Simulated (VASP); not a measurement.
A run of VASP 6.6.1:

INCAR

```
PREC = Accurate ; ENCUT = 600
EDIFF = 1E-7 ; ISMEAR = 0
SIGMA = 0.1 ; LREAL = F
LASPH = T ; NELM = 100
ALGO = Normal ; ISIF = 3
LWAVE = F ; LCHARG = F
GGA = PE ; IBRION = 2
NSW = 100 ; EDIFFG = -0.01
```

Contents of KPOINTS:

```
regular mesh
0
Gamma
  8 8 8
```

Contents of POSCAR:

```
Ca4AlO
1.0
    0.0000000000      4.5053545144      4.5053545144
    4.5053545144      0.0000000000      4.5053545144
    4.5053545144      4.5053545144      0.0000000000
Ca Al O
4 1 1
Direct
    0.3746198107      0.8761405678      0.3746198107
    0.3746198107      0.3746198107      0.3746198107
    0.8761405678      0.3746198107      0.3746198107
    0.3746198107      0.3746198107      0.8761405678
    0.0000000000      0.0000000000      0.0000000000
    0.7500000000      0.7500000000      0.7500000000
```

Potentials or basis: VASP PAW PBE potentials, release 64 (Ca_sv, Al, O).

Launch:

```sh
$ cat potpaw_PBE.64/Ca_sv/POTCAR potpaw_PBE.64/Al/POTCAR potpaw_PBE.64/O/POTCAR > POTCAR
$ mpirun -np 1 vasp_std > vasp.out
```

Hardware: 1 thread of Oxide Virtual Turin-like Processor, on a shared host.

How long does it take, and how much memory?

Wall time 19 min on 1 thread of Oxide Virtual Turin-like Processor, on a shared host, peak memory 0.51 GiB. Counts: scf iterations 44, k points 29, ion steps 3.
